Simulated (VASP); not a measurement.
Wanted: the native input for a VASP 6.6.1 run.

```yaml
Task: relaxation of cell and atoms
Functional: PBE
Potentials_or_basis: VASP PAW PBE potentials, release 64 (Hf_pv, Si, O)
Cutoff: 600 eV
k_mesh: 6 × 6 × 10
Occupations: gaussian, width 0.02 eV
Spin: no spin polarisation
Dipole_correction: no
Further_INCAR_settings: ALGO = Normal; EDIFF = 1e-07; IBRION = 2; EDIFFG = -0.01; NSW = 100; ISIF = 3
```

The structure of HfSiO4 lies in POSCAR:

```
HfSiO4
1.0
    3.1936371409     -3.2899417355      0.0000000000
    3.1936371409      3.2899417355      0.0000000000
    0.0000000000      0.0000000000      2.9746793578
Hf Si O
1 1 4
Direct
    0.5000000000      0.5000000000      0.5000000000
    0.0000000000      0.0000000000      0.0000000000
    0.8218779140      0.1781220860      0.5000000000
    0.7213266596      0.7213266596      0.0000000000
    0.2786733404      0.2786733404      0.0000000000
    0.1781220860      0.8218779140      0.5000000000
```

The input as run:

INCAR

```
PREC     = Accurate       # precision mode
ENCUT    = 600            # plane-wave cutoff, eV
EDIFF    = 1E-7           # SCF threshold, eV
ISMEAR   = 0              # smearing method
SIGMA    = 0.02           # smearing width, eV
LREAL    = False          # projectors in reciprocal space
LASPH    = True           # aspherical terms in the spheres
NELM     = 100            # most SCF steps
ALGO     = Normal         # electronic algorithm
ISIF     = 3              # what is computed and relaxed
LWAVE    = False          # write WAVECAR
LCHARG   = False          # write CHGCAR
GGA      = PE             # functional
IBRION   = 2              # ionic algorithm
NSW      = 100            # ionic steps
EDIFFG   = -0.01          # ionic threshold
```

KPOINTS

```
regular mesh
0
Gamma
  6 6 10
```

Potentials or basis: VASP PAW PBE potentials, release 64 (Hf_pv, Si, O).

Launch:

```bash
$ cat potpaw_PBE.64/Hf_pv/POTCAR potpaw_PBE.64/Si/POTCAR potpaw_PBE.64/O/POTCAR > POTCAR
$ mpirun -np 1 vasp_std > vasp.out
```

Results of the run:

```yaml
Relaxed_volume: 10.34 Å³/atom
Relaxed_cell: a = 4.573 Å, b = 4.573 Å, c = 2.969 Å, α = 90.00°, β = 90.00°, γ = 91.67°
Space_group_after_relaxing_to_0.1_Å: Cmmm (No. 65)
Energy_gained_by_relaxing: 0.7 meV/atom
Ionic_steps: 5
Pressure_after_relaxing: 0.0 GPa
Largest_force_after_relaxing: 0.006 eV/Å
Band_gap_on_the_k_mesh: 1.84 eV
```

Caveat: spin-orbit coupling is left out, which moves the levels of the heavy elements.

Run time: 5.4 min on 1 thread of Intel(R) Xeon(R) Platinum 8488C (Sapphire Rapids), on a shared host, peak memory 0.29 GiB.
